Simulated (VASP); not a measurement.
A run of VASP 6.6.1 is set up as follows.

File INCAR:

```
PREC     = Accurate       # precision mode
ENCUT    = 520            # plane-wave cutoff, eV
EDIFF    = 1E-6           # SCF threshold, eV
ISMEAR   = 0              # smearing method
SIGMA    = 0.1            # smearing width, eV
LREAL    = False          # projectors in reciprocal space
LASPH    = True           # aspherical terms in the spheres
NELM     = 80             # most SCF steps
ALGO     = Normal         # electronic algorithm
ISIF     = 2              # what is computed and relaxed
LWAVE    = False          # write WAVECAR
LCHARG   = False          # write CHGCAR
GGA      = PE             # functional
NBANDS   = 12             # bands
```

KPOINTS

```
Automatic mesh
0
Gamma
  14 10 10
```

Contents of POSCAR:

```
Sb
1.0
    2.9315774278      0.0000000000      0.0097783934
    0.0000000000      4.1362056332      0.0000000000
   -0.0227159977      0.0000000000      4.1359894374
Sb
2
Direct
    1.0000122596      0.7500000000      0.7499992269
   -0.0000122596      0.2500000000      0.2500007731
```

Potentials or basis: VASP PAW PBE potentials, release 64 (Sb).

Run with:

```bash
$ cat potpaw_PBE.64/Sb/POTCAR > POTCAR
$ mpirun -np 1 vasp_std > vasp.out
```

(1) What does it give for the band gap on the k mesh?

(2) Predict the pressure.

## Answers

(1) zero (bands 5 and 6 overlap by 10.67 eV).

(2) 15.1 GPa.

Caveat: the cell stands under pressure; spin-orbit coupling is left out, which moves the levels of the heavy elements.
